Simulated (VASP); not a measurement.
MgO, 2 atoms in the cell. The structure is cubic, space group Fm-3m (No. 225). Conventional cell: a = 4.102 Å, b = 4.102 Å, c = 4.102 Å, α = 90.00°, β = 90.00°, γ = 90.00°. Within 2.7 Å of Mg (site symmetry m-3m) lie 6 O at 2.05 Å. O (site symmetry m-3m) has 6 Mg at 2.05 Å within 2.7 Å. 

* Program: VASP 6.6.1
* Task: vibrations by perturbation theory
* Functional: PBEsol
* Potentials or basis: VASP PAW PBE potentials, release 64 (Mg, O)
* Cutoff: 520 eV
* k mesh: 10 × 10 × 10
* Occupations: gaussian, width 0.01 eV
* Spin: no spin polarisation
* Dipole correction: no
* Further INCAR settings: ALGO = Normal; EDIFF = 1e-08; NBANDS = 11; IBRION = 8; NSW = 1

Potentials or basis: VASP PAW PBE potentials, release 64 (Mg, O).

The run is started by

```console
$ cat potpaw_PBE.64/Mg/POTCAR potpaw_PBE.64/O/POTCAR > POTCAR
$ mpirun -np 1 vasp_std > vasp.out
```

Hardware: 1 thread of Intel Xeon 8259CL, with other jobs on the host.

Task: How long does it take, and how much memory?

Result: Run time: 82 s on 1 thread of Intel Xeon 8259CL, with other jobs on the host, peak memory 0.19 GiB. Counts: scf iterations 35, k points 47.
